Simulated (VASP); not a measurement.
# Au (P6_3/mmc) in VASP: a series of runs

Runs on Au. Level: PBEsol. Tasks: relaxation of cell and atoms.

Everything below comes from runs of VASP 6.6.1. Logs are shortened: lines on timing, memory, paths and dates and some standing lists are left out, and cuts for length are marked.

### 1 The cell of the first run

It takes space group P6_3/mmc (No. 194, hexagonal). Conventional cell: a = 2.900 Å, b = 2.900 Å, c = 4.880 Å, α = 90.00°, β = 90.00°, γ = 120.00°. Within 3.8 Å of Au (site symmetry -6m2) lie 12 Au at 2.90 to 2.96 Å.

This isn't the form of Au at room conditions, which is fcc.

### 2 Relaxation of cell and atoms, PBEsol, target pressure 10 GPa, at which the enthalpy is minimised

INCAR reads:

```
SYSTEM = Au
  PREC = Accurate
  ENCUT = 600
  EDIFF = 1E-6
  ISMEAR = -1
  SIGMA = 0.05
  LREAL = .FALSE.
  LASPH = .TRUE.
  NELM = 60
  ALGO = Normal
  ISIF = 3
  LWAVE = .FALSE.
  LCHARG = .FALSE.
  GGA = PS
  IBRION = 2
  NSW = 80
  EDIFFG = -0.005
  PSTRESS = 100.0
```

KPOINTS reads:

```
Automatic mesh
0
G
  11 11 6
  0 0 0
```

POSCAR reads:

```
Au
1.0
    2.9000000000      0.0000000000      0.0000000000
   -1.4500000000      2.5114736710      0.0000000000
    0.0000000000      0.0000000000      4.8800000000
Au
2
Direct
    0.6666666667      0.3333333333      0.2500000000
    0.3333333333      0.6666666667      0.7500000000
```

Potentials or basis: VASP PAW PBE potentials, release 64 (Au).

The run is started by

```
> cat potpaw_PBE.64/Au/POTCAR > POTCAR
> mpirun -np 1 vasp_std > vasp.out
```

OUTCAR:

```text
SYSTEM = Au
   PREC = Accurate
   ENCUT = 600
   EDIFF = 1E-6
   ISMEAR = -1
   LREAL = .FALSE.
   LASPH = .TRUE.
   NELM = 60
   ISIF = 3
   GGA = PS
   IBRION = 2
   NSW = 80
   EDIFFG = -0.005
   PSTRESS = 100.0

 ion  position               nearest neighbor table
   1  0.667  0.333  0.250-   2 2.96   2 2.96   2 2.96   2 2.96   2 2.96   2 2.96
   2  0.333  0.667  0.750-   1 2.96   1 2.96   1 2.96   1 2.96   1 2.96   1 2.96

  LATTYP: Found a hexagonal cell.
 ALAT       =     2.9000000000
 C/A-ratio  =     1.6827586207

  Lattice vectors:

 A1 = (   2.9000000000,   0.0000000000,   0.0000000000)
 A2 = (  -1.4500000000,   2.5114736710,   0.0000000000)
 A3 = (   0.0000000000,   0.0000000000,   4.8800000000)

Analysis of symmetry for initial positions (statically):
=====================================================================
 Subroutine PRICEL returns:
 Original cell was already a primitive cell.

 Routine SETGRP: Setting up the symmetry group for a
 hexagonal supercell.

 Subroutine GETGRP returns: Found 24 space group operations
 (whereof 12 operations were pure point group operations)
 out of a pool of 24 trial point group operations.

The static configuration has the point symmetry D_3d.
 The point group associated with its full space group is D_6h.

Analysis of symmetry for dynamics (positions and initial velocities):
=====================================================================
 Subroutine PRICEL returns:
 Original cell was already a primitive cell.

 Routine SETGRP: Setting up the symmetry group for a
 hexagonal supercell.

 Subroutine GETGRP returns: Found 24 space group operations
 (whereof 12 operations were pure point group operations)
 out of a pool of 24 trial point group operations.

The dynamic configuration has the point symmetry D_3d.
 The point group associated with its full space group is D_6h.

 Subroutine INISYM returns: Found 24 space group operations
 (whereof 12 operations are pure point group operations),
 and found     1 'primitive' translations

----------------------------------------------------------------------------------------

                                     Primitive cell

  volume of cell :      35.5424

  direct lattice vectors                    reciprocal lattice vectors
     2.900000000  0.000000000  0.000000000     0.344827586  0.199086300  0.000000000
    -1.450000000  2.511473671  0.000000000     0.000000000  0.398172599  0.000000000
     0.000000000  0.000000000  4.880000000     0.000000000  0.000000000  0.204918033

  length of vectors
     2.900000000  2.900000000  4.880000000     0.398172599  0.398172599  0.204918033

  position of ions in fractional coordinates (direct lattice)
     0.666666667  0.333333333  0.250000000
[... 83 lines left out ...]
   NFREE  =      1    steps in history (QN), initial steepest desc. (CG)
   ISIF   =      3    stress and relaxation
   ISYM   =      2    0-nonsym 1-usesym 2-fastsym
   POTIM  = 0.5000    time-step for ionic-motion
   TEBEG  =    0.0;   TEEND  =   0.0 temperature during run
   PSTRESS=  100.0 pullay stress
   NELECT =      22.0000    total number of electrons
   NUPDOWN=      -1.0000    fix difference up-down
   EMIN   =  10.00;   EMAX   =-10.00  energy-range for DOS
   EFERMI =   0.00;   METHOD = LEGACY
   ISMEAR =    -1;   SIGMA  =   0.05  broadening in eV -4-tet -1-fermi 0-gaus
   EFERMI_NEDOS =   21; number of points for ismear=-14 and -15
   IALGO  =     38    algorithm
   IMIX   =      4    mixing-type and parameters
     AMIX     =   0.40;   BMIX     =  1.00
     AMIX_MAG =   1.60;   BMIX_MAG =  1.00
  volume/ion in A,a.u.               =      17.77       119.93
  Fermi-wavevector in a.u.,A,eV,Ry     =   1.395191  2.636528 26.484517  1.946557
  Thomas-Fermi vector in A             =   2.518667
   LORBIT       =      0    0 simple, 1 ext, 2 COOP (PROOUT), +10 PAW based schemes
   GGA     = PS    functional components
   LHFCALC =     F    Hartree Fock is set to
   AEXX    =    0.0000 exact exchange contribution
   IVDW    =     0    specifies the selected vdW correction
   LEPSILON=     F    determine dielectric tensor
   LRPA    =     F    only Hartree local field effects (RPA)
 conjugate gradient relaxation of ions
 non-spin polarized calculation
  energy-cutoff  :      600.00
  volume of cell :       35.54
 maximum number of plane-waves:      1198
 NGX is ok and might be reduce to    24
   NGX = 11   NGY = 11   NGZ = 19

--------------------------------------- Ionic step        1  -------------------------------------------

 number of electron      22.0000001 magnetization

 Free energy of the ion-electron system (eV)
  ---------------------------------------------------
  ext. energy  EPLUGINS =         0.00000000
  ---------------------------------------------------
  free energy    TOTEN  =        -7.80676779 eV

  energy without entropy =       -7.79820047  energy(sigma->0) =       -7.80248413

 E-fermi :   8.5465     XC(G=0): -12.6368

 val. band max:        8.5315644017   @ k =   0.1818   0.1818   0.3333
 cond. band min:       8.5681109112   @ k =   0.2727   0.1818   0.5000
 fundamental gap:      0.0365465096
 Fermi energy:         8.5464770435

 k-point     1 :       0.0000    0.0000    0.0000
  band No.  band energies     occupation
      1      -0.8909      2.00000
      2       1.5417      2.00000
      3       3.9532      2.00000
      4       4.2357      2.00000
      5       4.2357      2.00000
      6       4.5244      2.00000
      7       4.5244      2.00000
      8       5.1897      2.00000
      9       5.1897      2.00000
     10       6.4589      2.00000
     11       6.4589      2.00000
     12       7.5606      2.00000
     13      11.0256      0.00000
     14      23.1764      0.00000
[... 524 lines left out ...]
  energy  without entropy=       -7.7929659083  energy(sigma->0) =       -7.79676900

  enthalpy is  TOTEN    =        -5.7697656949 eV   P V=        2.0308064012

[... ionic steps 4 to 8 ...]

--------------------------------------- Ionic step        9  -------------------------------------------

 number of electron      21.9999997 magnetization

------------------------ aborting loop because EDIFF is reached ----------------------------------------
[... 71 lines left out ...]
--------------------------------------- Ionic step       11  -------------------------------------------

 number of electron      21.9999997 magnetization

 Free energy of the ion-electron system (eV)
  ---------------------------------------------------
  ext. energy  EPLUGINS =         0.00000000
  ---------------------------------------------------
  free energy    TOTEN  =        -7.79112819 eV

  energy without entropy =       -7.78439515  energy(sigma->0) =       -7.78776167

 E-fermi :  10.1426     XC(G=0): -13.1971

 val. band max:       10.1196167977   @ k =   0.0909  -0.0000   0.0000
 cond. band min:      10.1664883146   @ k =   0.2727   0.1818   0.5000
 fundamental gap:      0.0468715170
 Fermi energy:        10.1426332847

 k-point     1 :       0.0000    0.0000    0.0000
  band No.  band energies     occupation
      1      -0.3145      2.00000
      2       2.2890      2.00000
      3       5.0730      2.00000
      4       5.3191      2.00000
      5       5.3191      2.00000
      6       5.6823      2.00000
      7       5.6823      2.00000
      8       6.3615      2.00000
      9       6.3615      2.00000
     10       7.9325      2.00000
     11       7.9325      2.00000
     12       8.7748      2.00000
     13      13.2553      0.00000
     14      24.6141      0.00000
[... 448 lines left out ...]
  energy  without entropy=       -7.7843951525  energy(sigma->0) =       -7.78776167

  enthalpy is  TOTEN    =        -5.7722698987 eV   P V=        2.0188582895

 reached required accuracy - stopping structural energy minimisation
```

OSZICAR:

```text
N       E                     dE             d eps       ncg     rms          rms(c)
DAV:   1     0.131800467031E+03    0.13180E+03   -0.12979E+04  1928   0.159E+03
[... 78 lines left out ...]
  10 F= -.57722304E+01 E0= -.57688433E+01  d E =0.319508E-04
       N       E                     dE             d eps       ncg     rms          rms(c)
DAV:   1    -0.779151882299E+01    0.21572E-02   -0.70293E-03  1927   0.877E-01    0.119E-01
DAV:   2    -0.779114488916E+01    0.37393E-03   -0.82469E-04  1927   0.292E-01    0.527E-02
DAV:   3    -0.779112695870E+01    0.17930E-04   -0.54889E-05  2067   0.725E-02    0.369E-02
DAV:   4    -0.779112823699E+01   -0.12783E-05   -0.30302E-06  2074   0.137E-02    0.178E-03
DAV:   5    -0.779112818812E+01    0.48862E-07   -0.17405E-07   988   0.421E-03
  11 F= -.57722699E+01 E0= -.57689034E+01  d E =-.758359E-05
```

Wall time 3.4 min (1 thread of Intel Xeon 8259CL, shared host); peak memory 0.2 GiB.

Results:

```yaml
Free_energy: -7.7911 eV
Relaxed_volume: 16.17 Å³/atom
Relaxed_cell: a = 2.823 Å, b = 2.823 Å, c = 4.686 Å, α = 90.00°, β = 90.00°, γ = 120.00°
Space_group_after_relaxing_to_0.1_Å: P6_3/mmc (No. 194)
Energy_change_on_relaxing_the_run_minimises_the_enthalpy: +7.8 meV/atom
Ionic_steps: 11
Pressure_after_relaxing: 10.0 GPa
Band_gap_on_the_k_mesh: zero (bands 11 and 12 overlap by 6.60 eV)
```

The path:
| step | energy change (eV) | largest force (eV/Å) | pressure (GPa) | volume (Å³) |
| --- | --- | --- | --- | --- |
| 1 | 0.0000 | 0.0000 | -6.59 | 35.54 |
| 2 | 1.3399 | 0.0000 | 80.10 | 26.89 |
| 3 | 0.0062 | 0.0000 | 8.78 | 32.54 |
| 4 | 0.0134 | 0.0000 | 9.63 | 32.41 |
| 5 | 0.0171 | 0.0000 | 10.06 | 32.35 |
| 6 | 0.0165 | 0.0000 | 10.08 | 32.33 |
| 7 | 0.0170 | 0.0000 | 10.13 | 32.32 |
| 8 | 0.0169 | 0.0000 | 10.14 | 32.33 |
| 9 | 0.0169 | 0.0000 | 10.14 | 32.33 |
| 10 | 0.0131 | 0.0000 | 9.71 | 32.39 |
| 11 | 0.0156 | 0.0000 | 9.99 | 32.35 |

Final structure:
```yaml
crystal:
  lattice:
    - [2.82306, 0.00000, 0.00000]
    - [-1.41153, 2.44484, 0.00000]
    - [0.00000, 0.00000, 4.68647]
  atoms:
    - { symbol: Au, position: [0.66667, 0.33333, 0.25000] }
    - { symbol: Au, position: [0.33333, 0.66667, 0.75000] }
```

Caveat: the cell is relaxed towards a set pressure, so the run minimises the enthalpy, not the energy; the PAW data sets were made with another functional, which shifts forces and pressure a little; spin-orbit coupling is left out, which moves the levels of the heavy elements.

### 3 Relaxation of cell and atoms, PBEsol, target pressure 20 GPa, at which the enthalpy is minimised

INCAR reads:

```
ALGO = Normal ; EDIFF = 1E-6
EDIFFG = -0.005 ; ENCUT = 600
GGA = PS ; IBRION = 2
ISIF = 3 ; ISMEAR = -1
LASPH = T ; LCHARG = F
LREAL = F ; LWAVE = F
NELM = 100 ; NSW = 80
PREC = Accurate ; PSTRESS = 200.0
SIGMA = 0.05
```

KPOINTS reads:

```
k-points
0
Gamma
  11 11 6
```

POSCAR is that of step 2.

Potentials or basis: VASP PAW PBE potentials, release 64 (Au).

The run is started by

```
> cat potpaw_PBE.64/Au/POTCAR > POTCAR
> mpirun -np 1 vasp_std > vasp.out
```

It took 3.7 min on 1 thread of Intel Xeon 8259CL, shared host; peak memory 0.2 GiB.

Results (log left out):

- Free energy: -7.6762 eV
- Relaxed volume: 15.55 Å³/atom
- Relaxed cell: a = 2.788 Å, b = 2.788 Å, c = 4.622 Å, α = 90.00°, β = 90.00°, γ = 120.00°
- Space group after relaxing (to 0.1 Å): P6_3/mmc (No. 194)
- Energy change on relaxing (the run minimises the enthalpy): +65.3 meV/atom
- Ionic steps: 10
- Pressure after relaxing: 20.0 GPa
- Band gap on the k mesh: zero (bands 11 and 12 overlap by 6.80 eV)

Step by step:
```tsv
step	energy change (eV)	largest force (eV/Å)	pressure (GPa)	volume (Å³)
1	0.0000	0.0000	-6.59	35.54
2	5.3884	0.0000	233.96	22.43
3	0.0796	0.0000	16.02	31.58
4	0.1074	0.0000	18.19	31.32
5	0.1327	0.0000	20.08	31.11
6	0.1223	0.0000	19.33	31.19
7	0.1229	0.0000	19.45	31.16
8	0.1235	0.0000	19.48	31.16
9	0.1495	0.0000	21.35	30.95
10	0.1305	0.0000	20.01	31.10
```

Final structure:
```xyz
2
Lattice="2.7876 0.0000 0.0000 -1.3938 2.4141 0.0000 0.0000 0.0000 4.6215" Properties=species:S:1:pos:R:3 pbc="T T T"
Au    1.3938    0.8047    1.1554
Au    0.0000    1.6094    3.4661
```

Levels at points of the mesh, in eV from the Fermi level:
| k point | band 8 | band 9 | band 10 | band 11 | band 12 | band 13 | band 14 | band 15 |
| --- | --- | --- | --- | --- | --- | --- | --- | --- |
| (0.00, 0.00, 0.00) | -3.95 | -3.95 | -2.26 | -2.26 | -1.56 | 3.35 | 14.41 | 15.93 |
| (0.00, 0.00, 0.50) | -5.12 | -2.80 | -2.80 | -2.80 | -2.80 | 11.53 | 11.53 | 14.81 |

Caveat: the cell is relaxed towards a set pressure, so the run minimises the enthalpy, not the energy; the PAW data sets were made with another functional, which shifts forces and pressure a little; spin-orbit coupling is left out, which moves the levels of the heavy elements.

### 4 Relaxation of cell and atoms, PBEsol, target pressure 30 GPa, at which the enthalpy is minimised

INCAR reads:

```
SYSTEM = Au
PREC     = Accurate       ! precision mode
ENCUT    = 600            ! plane-wave cutoff, eV
EDIFF    = 1E-7           ! SCF threshold, eV
ISMEAR   = -1             ! smearing method
SIGMA    = 0.05           ! smearing width, eV
LREAL    = .FALSE.        ! projectors in reciprocal space
LASPH    = .TRUE.         ! aspherical terms in the spheres
NELM     = 100            ! most SCF steps
ALGO     = Normal         ! electronic algorithm
ISIF     = 3              ! what is computed and relaxed
LWAVE    = .FALSE.        ! write WAVECAR
LCHARG   = .FALSE.        ! write CHGCAR
GGA      = PS             ! functional
IBRION   = 2              ! ionic algorithm
NSW      = 80             ! ionic steps
EDIFFG   = -0.005         ! ionic threshold
PSTRESS  = 300.0
```

KPOINTS reads:

```
regular mesh
0
G
  11 11 6
  0 0 0
```

POSCAR is that of step 3.

The run is started by

```
> cat potpaw_PBE.64/Au/POTCAR > POTCAR
> mpirun -np 1 vasp_std > vasp.out
```

It took 5.2 min on 1 thread of Intel Xeon 8259CL, shared host; peak memory 0.2 GiB.

Results (log left out):

| Item | Value |
| --- | --- |
| Free energy | -7.5222 eV |
| Relaxed volume | 15.05 Å³/atom |
| Relaxed cell | a = 2.758 Å, b = 2.758 Å, c = 4.569 Å, α = 90.00°, β = 90.00°, γ = 120.00° |
| Space group after relaxing (to 0.1 Å) | P6_3/mmc (No. 194) |
| Energy change on relaxing (the run minimises the enthalpy) | +142.3 meV/atom |
| Ionic steps | 10 |
| Pressure after relaxing | 30.0 GPa |
| Band gap on the k mesh | zero (bands 11 and 12 overlap by 6.97 eV) |

The path:
| step | energy change (eV) | largest force (eV/Å) | pressure (GPa) | volume (Å³) |
| --- | --- | --- | --- | --- |
| 1 | 0.0000 | 0.0000 | -6.59 | 35.54 |
| 2 | 14.6670 | 0.0000 | 570.27 | 18.49 |
| 3 | 0.1503 | 0.0000 | 21.34 | 30.97 |
| 4 | 0.2056 | 0.0000 | 25.06 | 30.59 |
| 5 | 0.2886 | 0.0000 | 30.18 | 30.11 |
| 6 | 0.2696 | 0.0000 | 29.05 | 30.21 |
| 7 | 0.2719 | 0.0000 | 29.25 | 30.18 |
| 8 | 0.2721 | 0.0000 | 29.25 | 30.17 |
| 9 | 0.3223 | 0.0000 | 32.20 | 29.91 |
| 10 | 0.2846 | 0.0000 | 30.02 | 30.11 |

Final structure:
```cif
data_structure
_symmetry_space_group_name_H-M 'P 1'
_symmetry_Int_Tables_number 1
_cell_length_a 2.7584
_cell_length_b 2.7584
_cell_length_c 4.5691
_cell_angle_alpha 90.000
_cell_angle_beta 90.000
_cell_angle_gamma 120.000
_cell_volume 30.11
loop_
_atom_site_label
_atom_site_type_symbol
_atom_site_fract_x
_atom_site_fract_y
_atom_site_fract_z
_atom_site_occupancy
Au1 Au 0.66667 0.33333 0.25000 1
Au2 Au 0.33333 0.66667 0.75000 1
```

Levels at points of the mesh, in eV from the Fermi level:
| k point | band 7 | band 8 | band 9 | band 10 | band 11 | band 12 | band 13 | band 14 | band 15 |
| --- | --- | --- | --- | --- | --- | --- | --- | --- | --- |
| (0.00, 0.00, 0.00) | -4.85 | -4.10 | -4.10 | -2.31 | -2.31 | -1.73 | 3.55 | 14.33 | 15.91 |
| (0.00, 0.00, 0.50) | -5.33 | -5.33 | -2.88 | -2.88 | -2.88 | -2.88 | 11.76 | 11.76 | 14.79 |

Caveat: the cell is relaxed towards a set pressure, so the run minimises the enthalpy, not the energy; the volume moved by over 15 % at a fixed basis, so the end points are rough; the PAW data sets were made with another functional, which shifts forces and pressure a little; spin-orbit coupling is left out, which moves the levels of the heavy elements.

### 5 Summary

```tsv
cell	gap on the mesh (eV)	pressure (GPa)
relaxed to 10 GPa	none	10.0
relaxed to 20 GPa	none	20.0
relaxed to 30 GPa	none	30.0
```

Alike in all rows: task relaxation of cell and atoms; level PBEsol; potentials or basis VASP PAW PBE potentials, release 64 (Au); no spin polarisation; k mesh 11 × 11 × 6; cutoff (eV) 600; smearing fermi-dirac 0.05 eV.

Caveats: the cell is relaxed towards a set pressure, so the run minimises the enthalpy, not the energy; the PAW data sets were made with another functional, which shifts forces and pressure a little; spin-orbit coupling is left out, which moves the levels of the heavy elements; the volume moved by over 15 % at a fixed basis, so the end points are rough (at least some runs).

Total energies depend on the potentials used, so only differences within one code and one set of settings carry meaning.
